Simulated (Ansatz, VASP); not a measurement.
## One calculation of Hg, two programs

INCAR

```
ALGO     = Normal         # electronic algorithm
EDIFF    = 1E-6           # SCF threshold, eV
ENCUT    = 520            # plane-wave cutoff, eV
GGA      = PE             # functional
ISIF     = 2              # what is computed and relaxed
ISMEAR   = 0              # smearing method
LASPH    = T              # aspherical terms in the spheres
LCHARG   = F              # write CHGCAR
LREAL    = F              # projectors in reciprocal space
LWAVE    = F              # write WAVECAR
NBANDS   = 32             # bands
NELM     = 100            # most SCF steps
PREC     = Accurate       # precision mode
SIGMA    = 0.1            # smearing width, eV
```

File KPOINTS:

```
k-points
0
Gamma
  6 6 2
```

The input POSCAR:

```
Hg
1.0
    3.4419409895      0.0000000000      0.0000000000
   -1.7209704948      2.9808083353      0.0000000000
    0.0000000000      0.0000000000     11.0623313100
Hg
4
Direct
    0.0000000000      0.0000000000      0.0000000000
    0.3333333300      0.6666666700      0.2500000000
    0.0000000000      0.0000000000      0.5000000000
    0.6666666700      0.3333333300      0.7500000000
```

Input for Ansatz:

```yaml
crystal:
  lattice:
    - [3.4419409895, 0.0, 0.0]
    - [-1.7209704948, 2.9808083353, 0.0]
    - [0.0, 0.0, 11.06233131]
  atoms:
    - { symbol: Hg, position: [0.0, 0.0, 0.0] }
    - { symbol: Hg, position: [0.33333333, 0.66666667, 0.25] }
    - { symbol: Hg, position: [0.0, 0.0, 0.5] }
    - { symbol: Hg, position: [0.66666667, 0.33333333, 0.75] }
basis:
  ecutwfc: 420
kpoints:
  mp_grid: { grid: [6, 6, 2] }
hamiltonian:
  xc: pbe
scf:
  occupations: { method: gaussian, width: 0.1 }
  lower_state_search: "off"
output:
  forces: true
  stress: true
  eigenvalues: true
```

Alike in both runs: task single point; functional PBE; k mesh 6 × 6 × 2; occupations gaussian, width 0.1 eV; no spin polarisation.

|  | VASP | Ansatz |
| --- | --- | --- |
| version | VASP 6.6.1 | Ansatz 0.2.0 |
| potentials or method | VASP PAW PBE potentials, release 64 (Hg), cutoff 520 eV | scalar-relativistic, plane waves, PAW |
| valence electrons in the cell | 48 | 80 |

|  | VASP | Ansatz | Ansatz less VASP |
| --- | --- | --- | --- |
| gap on the k mesh at the Fermi level (eV) | none | none | - |
| pressure (GPa) | 1.0 | 0.9 | -0.10 |
| traceless stress, the component that is largest in VASP (GPa) | 0.43 | 0.42 | -0.002 |

A gap of «none» marks a metal or a gap that the smearing closes. VASP's potentials hold 48 valence electrons a cell and Ansatz's 80, so a difference there can come from the potentials and not from the codes.

Neither program's run includes spin-orbit coupling.
